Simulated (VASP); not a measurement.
# KCl in VASP: notebook

The runs below take KCl through single point, with PBE.

Program: VASP 6.6.1. These are calculated values, not measurements. Logs are shortened: lines on timing, memory, paths and dates and some standing lists are left out, and cuts for length are marked.

## Step 1: The cell of the first run

The structure is cubic, space group Fm-3m (No. 225). The conventional cell has a = 6.290 Å, b = 6.290 Å, c = 6.290 Å, α = 90.00°, β = 90.00°, γ = 90.00°. Within 4.1 Å of K (site symmetry m-3m) lie 6 Cl at 3.14 Å. Cl (site symmetry m-3m) has 6 K at 3.14 Å within 4.1 Å.

## Step 2: Single point, PBE

INCAR reads:

```
ALGO     = Normal         # electronic algorithm
EDIFF    = 1E-7           # SCF threshold, eV
ENCUT    = 520            # plane-wave cutoff, eV
GGA      = PE             # functional
ISIF     = 2              # what is computed and relaxed
ISMEAR   = 0              # smearing method
LASPH    = T              # aspherical terms in the spheres
LCHARG   = F              # write CHGCAR
LREAL    = F              # projectors in reciprocal space
LWAVE    = F              # write WAVECAR
NBANDS   = 15             # bands
NELM     = 60             # most SCF steps
PREC     = Accurate       # precision mode
SIGMA    = 0.01           # smearing width, eV
```

KPOINTS reads:

```
k-points
0
Gamma
  4 4 4
```

POSCAR reads:

```
KCl
1.0
    0.0000000000      3.1448483123      3.1448483123
    3.1448483123      0.0000000000      3.1448483123
    3.1448483123      3.1448483123      0.0000000000
K Cl
1 1
Direct
    0.0000000000      0.0000000000      0.0000000000
    0.5000000000      0.5000000000      0.5000000000
```

Potentials or basis: VASP PAW PBE potentials, release 64 (K_sv, Cl).

Run with:

```console
cat potpaw_PBE.64/K_sv/POTCAR potpaw_PBE.64/Cl/POTCAR > POTCAR
mpirun -np 1 vasp_std > vasp.out
```

OUTCAR:

```text
EDIFF = 1E-7
   ENCUT = 520
   GGA = PE
   ISIF = 2
   ISMEAR = 0
   LASPH = T
   LREAL = F
   NELM = 60
   PREC = Accurate

 ion  position               nearest neighbor table
   1  0.000  0.000  0.000-   2 3.14   2 3.14   2 3.14   2 3.14   2 3.14   2 3.14
   2  0.500  0.500  0.500-   1 3.14   1 3.14   1 3.14   1 3.14   1 3.14   1 3.14

  LATTYP: Found a face centered cubic cell.
 ALAT       =     6.2896966246

  Lattice vectors:

 A1 = (   0.0000000000,   3.1448483123,   3.1448483123)
 A2 = (   3.1448483123,   0.0000000000,   3.1448483123)
 A3 = (   3.1448483123,   3.1448483123,   0.0000000000)

Analysis of symmetry for initial positions (statically):
=====================================================================
 Subroutine PRICEL returns:
 Original cell was already a primitive cell.

 Routine SETGRP: Setting up the symmetry group for a
 face centered cubic supercell.

 Subroutine GETGRP returns: Found 48 space group operations
 (whereof 48 operations were pure point group operations)
 out of a pool of 48 trial point group operations.

The static configuration has the point symmetry O_h .

Analysis of symmetry for dynamics (positions and initial velocities):
=====================================================================
 Subroutine PRICEL returns:
 Original cell was already a primitive cell.

 Routine SETGRP: Setting up the symmetry group for a
 face centered cubic supercell.

 Subroutine GETGRP returns: Found 48 space group operations
 (whereof 48 operations were pure point group operations)
 out of a pool of 48 trial point group operations.

The dynamic configuration has the point symmetry O_h .

 Subroutine INISYM returns: Found 48 space group operations
 (whereof 48 operations are pure point group operations),
 and found     1 'primitive' translations

----------------------------------------------------------------------------------------

                                     Primitive cell

  volume of cell :      62.2055

  direct lattice vectors                    reciprocal lattice vectors
     0.000000000  3.144848312  3.144848312    -0.158990180  0.158990180  0.158990180
     3.144848312  0.000000000  3.144848312     0.158990180 -0.158990180  0.158990180
     3.144848312  3.144848312  0.000000000     0.158990180  0.158990180 -0.158990180

  length of vectors
     4.447487135  4.447487135  4.447487135     0.275379070  0.275379070  0.275379070

  position of ions in fractional coordinates (direct lattice)
     0.000000000  0.000000000  0.000000000
     0.500000000  0.500000000  0.500000000

  ion indices of the primitive-cell ions
   primitive index   ion index
                 1           1
                 2           2

----------------------------------------------------------------------------------------

 KPOINTS: k-points

Automatic generation of k-mesh.
 Grid dimensions read from file:
 generate k-points for:    4    4    4

 Generating k-lattice:

  Cartesian coordinates                     Fractional coordinates (reciprocal lattice)
    -0.039747545  0.039747545  0.039747545     0.250000000  0.000000000  0.000000000
     0.039747545 -0.039747545  0.039747545     0.000000000  0.250000000  0.000000000
     0.039747545  0.039747545 -0.039747545     0.000000000  0.000000000  0.250000000

  Length of vectors
     0.068844768  0.068844768  0.068844768

  Shift w.r.t. Gamma in fractional coordinates (k-lattice)
     0.000000000  0.000000000  0.000000000

 Subroutine IBZKPT returns following result:
 ===========================================

 Found      8 irreducible k-points:

 Following reciprocal coordinates:
            Coordinates               Weight
  0.000000  0.000000  0.000000      1.000000
  0.250000  0.000000  0.000000      8.000000
  0.500000  0.000000  0.000000      4.000000
  0.250000  0.250000  0.000000      6.000000
  0.500000  0.250000  0.000000     24.000000
 -0.250000  0.250000  0.000000     12.000000
  0.500000  0.500000  0.000000      3.000000
 -0.250000  0.500000  0.250000      6.000000
   k-points           NKPTS =      8   k-points in BZ     NKDIM =      8   number of bands    NBANDS=     15
   number of dos      NEDOS =    301   number of ions     NIONS =      2
   total plane-waves  NPLWV =  46656
   dimension x,y,z NGX =    36 NGY =   36 NGZ =   36
   dimension x,y,z NGXF=    72 NGYF=   72 NGZF=   72
   ions per type =               1   1
   NGX,Y,Z   is equivalent  to a cutoff of  13.46, 13.46, 13.46 a.u.
   NGXF,Y,Z  is equivalent  to a cutoff of  26.91, 26.91, 26.91 a.u.
 SYSTEM =  unknown system
   PREC   = accura    normal or accurate (medium, high low for compatibility)
   ISTART =      0    job   : 0-new  1-cont  2-samecut
   ICHARG =      2    charge: 1-file 2-atom 10-const
   ISPIN  =      1    spin polarized calculation?
   LNONCOLLINEAR =      F non collinear calculations
   LSORBIT =      F    spin-orbit coupling
   LASPH  =      T    aspherical Exc in radial PAW
   ENCUT  =  520.0 eV  38.22 Ry    6.18 a.u.   8.27  8.27  8.27*2*pi/ulx,y,z
   NELM   =     60;   NELMIN=  2; NELMDL= -5     # of ELM steps
   EDIFF  = 0.1E-06   stopping-criterion for ELM
   LREAL  =      F    real-space projection
   EDIFFG = 0.1E-05   stopping-criterion for IOM
   NSW    =      0    number of steps for IOM
   IBRION =     -1    ionic relax: 0-MD 1-quasi-New 2-CG
   NFREE  =      0    steps in history (QN), initial steepest desc. (CG)
   ISIF   =      2    stress and relaxation
   ISYM   =      2    0-nonsym 1-usesym 2-fastsym
   POTIM  = 0.5000    time-step for ionic-motion
   TEBEG  =    0.0;   TEEND  =   0.0 temperature during run
   PSTRESS=    0.0 pullay stress
   NELECT =      16.0000    total number of electrons
   NUPDOWN=      -1.0000    fix difference up-down
   EMIN   =  10.00;   EMAX   =-10.00  energy-range for DOS
   EFERMI =   0.00;   METHOD = LEGACY
   ISMEAR =     0;   SIGMA  =   0.01  broadening in eV -4-tet -1-fermi 0-gaus
   EFERMI_NEDOS =   21; number of points for ismear=-14 and -15
   IALGO  =     38    algorithm
   IMIX   =      4    mixing-type and parameters
     AMIX     =   0.40;   BMIX     =  1.00
     AMIX_MAG =   1.60;   BMIX_MAG =  1.00
  volume/ion in A,a.u.               =      31.10       209.89
  Fermi-wavevector in a.u.,A,eV,Ry     =   1.041130  1.967451 14.748069  1.083952
  Thomas-Fermi vector in A             =   2.175737
   LORBIT       =      0    0 simple, 1 ext, 2 COOP (PROOUT), +10 PAW based schemes
   GGA     = PE    functional components
   LHFCALC =     F    Hartree Fock is set to
   AEXX    =    0.0000 exact exchange contribution
   IVDW    =     0    specifies the selected vdW correction
   LEPSILON=     F    determine dielectric tensor
   LRPA    =     F    only Hartree local field effects (RPA)
 non-spin polarized calculation
 Gauss-broadening in eV      SIGMA  =   0.01
  energy-cutoff  :      520.00
  volume of cell :       62.21
 maximum number of plane-waves:      1700
 NGX is ok and might be reduce to    36
   NGX = 17   NGY = 17   NGZ = 17

 number of electron      16.0000001 magnetization

 Free energy of the ion-electron system (eV)
  ---------------------------------------------------
  ext. energy  EPLUGINS =         0.00000000
  ---------------------------------------------------
  free energy    TOTEN  =        -6.80320613 eV

  energy without entropy =       -6.80320613  energy(sigma->0) =       -6.80320613

 E-fermi :  -1.6980     XC(G=0):  -7.5452

 val. band max:       -1.8354983435   @ k =   0.0000   0.0000   0.0000
 cond. band min:       3.3566348609   @ k =   0.0000   0.0000   0.0000
 fundamental gap:      5.1921332044
 Fermi energy:        -1.6979931584

 k-point     1 :       0.0000    0.0000    0.0000
  band No.  band energies     occupation
      1     -29.0302      2.00000
      2     -13.9549      2.00000
      3     -12.4910      2.00000
      4     -12.4910      2.00000
      5     -12.4910      2.00000
      6      -1.8355      2.00000
      7      -1.8355      2.00000
      8      -1.8355      2.00000
      9       3.3566      0.00000
     10       6.5457      0.00000
     11       6.5457      0.00000
     12       6.5457      0.00000
     13       7.4231      0.00000
     14       7.4231      0.00000
     15      11.1529      0.00000

 k-point     2 :       0.2500    0.0000    0.0000
  band No.  band energies     occupation
      1     -29.0249      2.00000
      2     -14.0545      2.00000
      3     -12.4958      2.00000
      4     -12.4958      2.00000
      5     -12.3642      2.00000
      6      -2.4236      2.00000
      7      -2.0041      2.00000
      8      -2.0041      2.00000
      9       4.6155      0.00000
     10       6.3343      0.00000
     11       7.2986      0.00000
     12       7.2986      0.00000
     13       8.2234      0.00000
     14       8.2234      0.00000
     15      11.7895      0.00000

 k-point     3 :       0.5000    0.0000    0.0000
  band No.  band energies     occupation
      1     -29.0195      2.00000
      2     -14.1414      2.00000
      3     -12.5004      2.00000
      4     -12.5004      2.00000
      5     -12.2493      2.00000
      6      -2.8919      2.00000
      7      -2.1612      2.00000
      8      -2.1612      2.00000
      9       5.7612      0.00000
     10       6.7727      0.00000
     11       8.6979      0.00000
     12       8.6979      0.00000
     13       9.5810      0.00000
     14       9.5810      0.00000
     15      10.2125      0.00000
[... 55 lines left out ...]
 k-point     7 :       0.5000    0.5000    0.0000
  band No.  band energies     occupation
      1     -29.0164      2.00000
      2     -13.8543      2.00000
      3     -12.6336      2.00000
      4     -12.5470      2.00000
      5     -12.5470      2.00000
      6      -2.4939      2.00000
      7      -2.0593      2.00000
      8      -2.0593      2.00000
      9       4.6966      0.00000
     10       6.5202      0.00000
     11       8.2470      0.00000
     12       8.4062      0.00000
     13       8.7977      0.00000
     14       9.8592      0.00000
     15       9.8592      0.00000

 k-point     8 :      -0.2500    0.5000    0.2500
  band No.  band energies     occupation
      1     -29.0163      2.00000
      2     -13.9508      2.00000
      3     -12.5902      2.00000
      4     -12.5902      2.00000
      5     -12.4013      2.00000
      6      -2.3233      2.00000
      7      -2.3094      2.00000
      8      -2.3094      2.00000
      9       6.2056      0.00000
     10       6.2056      0.00000
     11       7.6392      0.00000
     12       8.0400      0.00000
     13       9.8849      0.00000
     14       9.9135      0.00000
     15      10.2391      0.00000

------------------------ aborting loop because EDIFF is reached ----------------------------------------

  FORCE on cell =-STRESS in cart. coord.  units (eV):
  Direction    XX          YY          ZZ          XY          YZ          ZX
  --------------------------------------------------------------------------------------
  -------------------------------------------------------------------------------------
  Total        0.3153137      0.3153137      0.3153137      0.0000000      0.0000000     -0.0000000
  in kB        8.1212772      8.1212772      8.1212772      0.0000000      0.0000000     -0.0000000
  external PRESSURE =       8.1212772 kB  Pullay stress =       0.0000000 kB

 VOLUME and BASIS-vectors are now :
 -----------------------------------------------------------------------------
  energy-cutoff  :      520.00
  volume of cell :       62.21
      direct lattice vectors                 reciprocal lattice vectors
     0.000000000  3.144848312  3.144848312    -0.158990180  0.158990180  0.158990180
     3.144848312  0.000000000  3.144848312     0.158990180 -0.158990180  0.158990180
     3.144848312  3.144848312  0.000000000     0.158990180  0.158990180 -0.158990180

 POSITION                                       TOTAL-FORCE (eV/Angst)
 -----------------------------------------------------------------------------------
      0.00000      0.00000      0.00000        -0.000000     -0.000000      0.000000
      3.14485      3.14485      3.14485         0.000000      0.000000     -0.000000
 -----------------------------------------------------------------------------------
    total drift:                                0.000000      0.000000      0.000000

  FREE ENERGIE OF THE ION-ELECTRON SYSTEM (eV)
  ---------------------------------------------------
  free  energy   TOTEN  =        -6.8032061341 eV

  energy  without entropy=       -6.8032061341  energy(sigma->0) =       -6.80320613
```

Run time: 28 s. Hardware: 1 thread of AMD EPYC 7R13, shared host; peak memory 0.17 GiB.

Results:

| Item | Value |
| --- | --- |
| Free energy | -6.8032 eV |
| Pressure | 0.8 GPa |
| Band gap on the k mesh | 5.19 eV, direct |

Caveat: the k points lie up to 0.43 Å⁻¹ apart.

## Step 3: Single point, PBE (epitaxial xy strain -4.0%)

INCAR reads:

```
SYSTEM = KCl
  PREC = Accurate
  ENCUT = 520
  EDIFF = 1E-6
  ISMEAR = 0
  SIGMA = 0.01
  LREAL = .FALSE.
  LASPH = .TRUE.
  NELM = 80
  ALGO = Normal
  ISIF = 2
  LWAVE = .FALSE.
  LCHARG = .FALSE.
  GGA = PE
  NBANDS = 15
```

KPOINTS reads:

```
regular mesh
0
G
  4 4 4
  0 0 0
```

POSCAR reads:

```
KCl
1.0
    0.0000000000      3.0190543798      3.1785270824
    3.0190543798      0.0000000000      3.1785270824
    3.0190543798      3.0190543798      0.0000000000
K Cl
1 1
Direct
    0.0000000000      0.0000000000      0.0000000000
    0.5000000000      0.5000000000      0.5000000000
```

Potentials or basis: VASP PAW PBE potentials, release 64 (K_sv, Cl).

Run with:

```console
cat potpaw_PBE.64/K_sv/POTCAR potpaw_PBE.64/Cl/POTCAR > POTCAR
mpirun -np 1 vasp_std > vasp.out
```

Wall time 26 s (1 thread of AMD EPYC 7R13, shared host); peak memory 0.16 GiB.

The run converged. Its results:

```
Free energy            : -6.7425 eV
Pressure               : 2.7 GPa
Band gap on the k mesh : 5.41 eV, direct
```

Stress tensor (GPa, compression positive):
```
3.56 0.00 0.00
0.00 3.56 0.00
0.00 0.00 0.94
```

Levels at points of the mesh, in eV from the valence-band top:
| k point | band 4 | band 5 | band 6 | band 7 | band 8 | band 9 | band 10 | band 11 | band 12 | band 13 |
| --- | --- | --- | --- | --- | --- | --- | --- | --- | --- | --- |
| (0.00, 0.00, 0.00) | -10.51 | -10.50 | -0.05 | 0.00 | 0.00 | 5.41 | 8.17 | 8.51 | 8.51 | 9.21 |
| (0.50, 0.00, 0.00) | -10.51 | -10.20 | -1.21 | -0.41 | -0.41 | 7.78 | 8.86 | 10.73 | 10.79 | 11.45 |
| (0.50, 0.50, 0.00) | -10.57 | -10.57 | -0.79 | -0.21 | -0.21 | 6.49 | 8.66 | 10.28 | 10.28 | 10.91 |
| (0.50, 0.00, 0.50) | -10.60 | -10.57 | -0.68 | -0.28 | -0.27 | 6.42 | 8.67 | 10.43 | 10.59 | 10.94 |

Caveat: the k points lie up to 0.44 Å⁻¹ apart; the cell differs from its parent crystal (epitaxial xy strain -4.0%).
